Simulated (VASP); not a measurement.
# TiO2 (C2/c) in VASP: notebook, part 2 of 2

VASP 6.6.1.

## (3) Single point, LDA, collinear spin, ferromagnetic start

Input file INCAR:

```
SYSTEM = TiO2
PREC     = Accurate       ! precision mode
ENCUT    = 520            ! plane-wave cutoff, eV
EDIFF    = 1E-6           ! SCF threshold, eV
ISMEAR   = 0              ! smearing method
SIGMA    = 0.1            ! smearing width, eV
LREAL    = .False.        ! projectors in reciprocal space
LASPH    = .True.         ! aspherical terms in the spheres
NELM     = 150            ! most SCF steps
ALGO     = Normal         ! electronic algorithm
ISIF     = 2              ! what is computed and relaxed
LWAVE    = .False.        ! write WAVECAR
LCHARG   = .True.         ! write CHGCAR
ISPIN    = 2              ! spin polarisation
MAGMOM   = 1 1 0 0 0 0    ! initial moments
LORBIT   = 11             ! projections on sites
LMAXMIX  = 4              ! l up to which the mixer works
GGA      = CA             ! functional
LELF     = .True.         ! ELF
LVHAR    = .True.       
NBANDS   = 37             ! bands
```

Input file KPOINTS:

```
regular mesh
0
Gamma
  6 6 4
  0 0 0
```

Input file POSCAR:

```
TiO2
1.0
    2.7060340000     -2.7066550000      0.0000000000
    2.7060340000      2.7066550000      0.0000000000
   -2.6335310000      0.0000000000      4.7966370000
Ti O
2 4
Direct
    0.1341100000      0.8658900000      0.2500000000
    0.8658900000      0.1341100000      0.7500000000
    0.3312210000      0.0887550000      0.6671490000
    0.6687790000      0.9112450000      0.3328510000
    0.9112450000      0.6687790000      0.8328510000
    0.0887550000      0.3312210000      0.1671490000
```

Potentials or basis: VASP PAW LDA potentials, release 64 (Ti_sv, O).

On the command line:

```console
$ cat potpaw_LDA.64/Ti_sv/POTCAR potpaw_LDA.64/O/POTCAR > POTCAR
$ mpirun -np 1 vasp_std > vasp.out
```

OUTCAR:

```text
SYSTEM = TiO2
   PREC = Accurate
   ENCUT = 520
   EDIFF = 1E-6
   ISMEAR = 0
   LREAL = .False.
   LASPH = .True.
   NELM = 150
   ISIF = 2
   ISPIN = 2
   LORBIT = 11
   GGA = CA

 ion  position               nearest neighbor table
   1  0.134  0.866  0.250-   4 1.93   6 1.93   6 1.98   4 1.98   3 2.00   5 2.00
   2  0.866  0.134  0.750-   5 1.93   3 1.93   5 1.98   3 1.98   6 2.00   4 2.00
   3  0.331  0.089  0.667-   2 1.93   2 1.98   1 2.00
   4  0.669  0.911  0.333-   1 1.93   1 1.98   2 2.00
   5  0.911  0.669  0.833-   2 1.93   2 1.98   1 2.00
   6  0.089  0.331  0.167-   1 1.93   1 1.98   2 2.00

  LATTYP: Found a base centered monoclinic cell.
 ALAT       =     5.4120680000
 B/A-ratio  =     1.0002294871
 C/A-ratio  =     1.0110809974
 COS(beta)  =    -0.4812705001

  Lattice vectors:

 A1 = (   2.7060340000,  -2.7066550000,   0.0000000000)
 A2 = (   2.7060340000,   2.7066550000,   0.0000000000)
 A3 = (  -2.6335310000,   0.0000000000,   4.7966370000)

Analysis of symmetry for initial positions (statically):
=====================================================================
 Subroutine PRICEL returns:
 Original cell was already a primitive cell.

 Routine SETGRP: Setting up the symmetry group for a
 base centered monoclinic supercell.

 Subroutine GETGRP returns: Found  4 space group operations
 (whereof  2 operations were pure point group operations)
 out of a pool of  4 trial point group operations.

The static configuration has the point symmetry S_2 .
 The point group associated with its full space group is C_2h.

Analysis of symmetry for dynamics (positions and initial velocities):
=====================================================================
 Subroutine PRICEL returns:
 Original cell was already a primitive cell.

 Routine SETGRP: Setting up the symmetry group for a
 base centered monoclinic supercell.

 Subroutine GETGRP returns: Found  4 space group operations
 (whereof  2 operations were pure point group operations)
 out of a pool of  4 trial point group operations.

The dynamic configuration has the point symmetry S_2 .
 The point group associated with its full space group is C_2h.

Analysis of structural, dynamic, and magnetic symmetry:
=====================================================================
 Subroutine PRICEL returns:
 Original cell was already a primitive cell.

 Routine SETGRP: Setting up the symmetry group for a
 base centered monoclinic supercell.

 Subroutine GETGRP returns: Found  4 space group operations
 (whereof  2 operations were pure point group operations)
 out of a pool of  4 trial point group operations.

The overall configuration has the point symmetry S_2 .
 The point group associated with its full space group is C_2h.

 Subroutine INISYM returns: Found  4 space group operations
 (whereof  2 operations are pure point group operations),
 and found     1 'primitive' translations

----------------------------------------------------------------------------------------

                                     Primitive cell

  volume of cell :      70.2640

  direct lattice vectors                    reciprocal lattice vectors
     2.706034000 -2.706655000  0.000000000     0.184772253 -0.184729860  0.101446796
     2.706034000  2.706655000  0.000000000     0.184772253  0.184729860  0.101446796
    -2.633531000  0.000000000  4.796637000     0.000000000  0.000000000  0.208479399

  length of vectors
[... 101 lines left out ...]
   NELECT =      48.0000    total number of electrons
   NUPDOWN=      -1.0000    fix difference up-down
   EMIN   =  10.00;   EMAX   =-10.00  energy-range for DOS
   EFERMI =   0.00;   METHOD = LEGACY
   ISMEAR =     0;   SIGMA  =   0.10  broadening in eV -4-tet -1-fermi 0-gaus
   EFERMI_NEDOS =   21; number of points for ismear=-14 and -15
   IALGO  =     38    algorithm
   IMIX   =      4    mixing-type and parameters
     AMIX     =   0.40;   BMIX     =  1.00
     AMIX_MAG =   1.60;   BMIX_MAG =  1.00
  volume/ion in A,a.u.               =      11.71        79.03
  Fermi-wavevector in a.u.,A,eV,Ry     =   1.441820  2.724644 28.284385  2.078844
  Thomas-Fermi vector in A             =   2.560409
   LORBIT       =     11    0 simple, 1 ext, 2 COOP (PROOUT), +10 PAW based schemes
   GGA     = CA    functional components
   LHFCALC =     F    Hartree Fock is set to
   AEXX    =    0.0000 exact exchange contribution
   IVDW    =     0    specifies the selected vdW correction
   LEPSILON=     F    determine dielectric tensor
   LRPA    =     F    only Hartree local field effects (RPA)
 spin polarized calculation
 Gauss-broadening in eV      SIGMA  =   0.10
  energy-cutoff  :      520.00
  volume of cell :       70.26
 maximum number of plane-waves:      1908
   NGX = 15   NGY = 15   NGZ = 21

 number of electron      47.9999994 magnetization       0.0000006

 number of electron      47.9999994 magnetization      -0.0000006

 Free energy of the ion-electron system (eV)
  ---------------------------------------------------
  ext. energy  EPLUGINS =         0.00000000
  ---------------------------------------------------
  free energy    TOTEN  =       -58.68396075 eV

  energy without entropy =      -58.68396075  energy(sigma->0) =      -58.68396075

 E-fermi :   3.4290     XC(G=0): -11.1906

 val. band max:        2.7942229297   @ k =   0.5000   0.5000   0.0000
 cond. band min:       4.7446082467   @ k =   0.0000   0.0000   0.0000
 fundamental gap:      1.9503853171
 Fermi energy:         3.4290212099

 spin component 1

 k-point     1 :       0.0000    0.0000    0.0000
  band No.  band energies     occupation
      1     -52.9714      1.00000
      2     -52.9146      1.00000
      3     -29.8084      1.00000
      4     -29.5810      1.00000
      5     -29.5807      1.00000
      6     -29.5166      1.00000
[... 925 lines left out ...]
     35      11.1598      0.00000
     36      13.8351      0.00000

 [... further k-points ...]

 spin component 2

 k-point     1 :       0.0000    0.0000    0.0000
  band No.  band energies     occupation
      1     -52.9714      1.00000
      2     -52.9146      1.00000
      3     -29.8084      1.00000
      4     -29.5810      1.00000
      5     -29.5807      1.00000
      6     -29.5166      1.00000
[... 925 lines left out ...]
     35      11.1598      0.00000
     36      13.8351      0.00000

 [... further k-points ...]

 [bands above 36 left out]

------------------------ aborting loop because EDIFF is reached ----------------------------------------

  FORCE on cell =-STRESS in cart. coord.  units (eV):
  Direction    XX          YY          ZZ          XY          YZ          ZX
  --------------------------------------------------------------------------------------
  -------------------------------------------------------------------------------------
  Total       -5.2407073     -5.2561099     -5.1269453      0.0000000      0.0000000     -0.1826748
  in kB     -119.4998858   -119.8510991   -116.9058556      0.0000000      0.0000000     -4.1653959
  external PRESSURE =    -118.7522802 kB  Pullay stress =       0.0000000 kB

 VOLUME and BASIS-vectors are now :
 -----------------------------------------------------------------------------
  energy-cutoff  :      520.00
  volume of cell :       70.26
      direct lattice vectors                 reciprocal lattice vectors
     2.706034000 -2.706655000  0.000000000     0.184772253 -0.184729860  0.101446796
     2.706034000  2.706655000  0.000000000     0.184772253  0.184729860  0.101446796
    -2.633531000  0.000000000  4.796637000     0.000000000  0.000000000  0.208479399

 POSITION                                       TOTAL-FORCE (eV/Angst)
 -----------------------------------------------------------------------------------
      2.04765      1.98068      1.19916        -0.000000      0.067030      0.000000
      0.73089     -1.98068      3.59748        -0.000000     -0.067030      0.000000
     -0.62049     -0.65627      3.20007         0.010999     -0.044313     -0.310514
      3.39903      0.65627      1.59657        -0.010999      0.044313      0.310514
      2.08226     -0.65627      3.99488        -0.010999     -0.044313      0.310514
      0.69628      0.65627      0.80175         0.010999      0.044313     -0.310514
 -----------------------------------------------------------------------------------
    total drift:                               -0.000000      0.000000     -0.000000

  FREE ENERGIE OF THE ION-ELECTRON SYSTEM (eV)
  ---------------------------------------------------
  free  energy   TOTEN  =       -58.6839607488 eV

  energy  without entropy=      -58.6839607488  energy(sigma->0) =      -58.68396075

 total charge

# of ion       s       p       d       tot
------------------------------------------
    1        2.220   6.285   1.741  10.246
    2        2.220   6.285   1.741  10.246
    3        1.559   3.464   0.000   5.023
    4        1.559   3.464   0.000   5.023
    5        1.559   3.464   0.000   5.023
    6        1.559   3.464   0.000   5.023
--------------------------------------------------
tot         10.675  26.426   3.482  40.582

 magnetization (x)

# of ion       s       p       d       tot
------------------------------------------
    1       -0.000   0.000  -0.000  -0.000
    2       -0.000   0.000  -0.000  -0.000
    3       -0.000   0.000   0.000   0.000
    4       -0.000   0.000   0.000   0.000
    5       -0.000   0.000   0.000   0.000
    6       -0.000   0.000   0.000   0.000
--------------------------------------------------
tot         -0.000   0.000  -0.000  -0.000
```

It took 7.7 min on 1 thread of Oxide Virtual Turin-like, shared host; peak memory 0.24 GiB.

What came out:

```
Free energy                                           : -58.6840 eV
Pressure                                              : -11.9 GPa
Largest force                                         : 0.314 eV/Å
Band gap on the k mesh                                : 1.95 eV, indirect (least direct gap 2.28 eV)
Net moment                                            : 0.00 μB per cell
Valence electrons inside the program's atomic spheres : Ti 10.25; O 5.02
```

Forces in eV/Å, atoms in the order of the input:
```
Ti   0.000  0.067  0.000
Ti   0.000 -0.067  0.000
O    0.011 -0.044 -0.311
O   -0.011  0.044  0.311
O   -0.011 -0.044  0.311
O    0.011  0.044 -0.311
```

Stress tensor (GPa, compression positive):
```
-11.95   0.00  -0.42
  0.00 -11.99   0.00
 -0.42   0.00 -11.69
```

A k mesh can miss the band edges.
